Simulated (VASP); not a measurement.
Set up this calculation in VASP 6.6.1, as the native input.

- Task: density of states
- Functional: PBE
- Potentials or basis: VASP PAW PBE potentials, release 64 (Mg, O)
- Cutoff: 520 eV
- k mesh: 12 × 12 × 7
- Occupations: fermi-dirac, width 0.08 eV
- Spin: no spin polarisation
- Dipole correction: no
- k mesh for the DOS: 18 × 18 × 11
- Occupations for the DOS: tetrahedron
- Further INCAR settings: ALGO = Normal; EDIFF = 1e-07

The system is MgO (wurtzite type).

```xyz
4
Lattice="3.2217 0.0000 0.0000 -1.6109 2.7901 0.0000 0.0000 0.0000 3.9034" Properties=species:S:1:pos:R:3 pbc="T T T"
Mg    0.0000    1.8601   -0.2419
Mg    1.6109    0.9300    1.7098
O     0.0000    1.8601    1.7096
O     1.6109    0.9300    3.6612
```

This cell differs from its parent crystal: volume scaled by 0.72.

One way to write it, as run:

POSCAR

```
MgO
1.0
    3.2217450073      0.0000000000      0.0000000000
   -1.6108725036      2.7901130208      0.0000000000
    0.0000000000      0.0000000000      3.9033502767
Mg O
2 2
Direct
    0.3333333333      0.6666666667     -0.0619758725
    0.6666666667      0.3333333333      0.4380241275
    0.3333333333      0.6666666667      0.4379758725
    0.6666666667      0.3333333333      0.9379758725
```

INCAR.step1

```
PREC = Accurate
ENCUT = 520
EDIFF = 1E-7
ISMEAR = -1
SIGMA = 0.08
LREAL = F
LASPH = T
NELM = 60
ALGO = Normal
ISIF = 2
LWAVE = F
LCHARG = T
GGA = PE
NBANDS = 16
```

KPOINTS.step1

```
Automatic mesh
0
Gamma
  12 12 7
```

INCAR.step2

```
PREC = Accurate
ENCUT = 520
EDIFF = 1E-7
ISMEAR = -5
SIGMA = 0.08
LREAL = F
LASPH = T
NELM = 60
ALGO = Normal
ISIF = 2
LWAVE = F
LCHARG = F
GGA = PE
LORBIT = 10
NEDOS = 2001
ICHARG = 11
```

KPOINTS.step2

```
Automatic mesh
0
Gamma
  18 18 11
```

Potentials or basis: VASP PAW PBE potentials, release 64 (Mg, O).

Launch:

```bash
$ cat potpaw_PBE.64/Mg/POTCAR potpaw_PBE.64/O/POTCAR > POTCAR
$ cp INCAR.step1 INCAR
$ cp KPOINTS.step1 KPOINTS
$ mpirun -np 1 vasp_std > vasp.out
$ cp INCAR.step2 INCAR
$ cp KPOINTS.step2 KPOINTS
$ mpirun -np 1 vasp_std > vasp.out
```

It gave:

```json
{
  "Valence electrons inside the program's atomic spheres": "Mg 0.62; O 5.25"
}
```

Run time: 71 s on 1 thread of Intel(R) Xeon(R) Platinum 8259CL CPU @ 2.50GHz (Skylake/Cascade Lake), with other jobs on the host, peak memory 0.21 GiB.
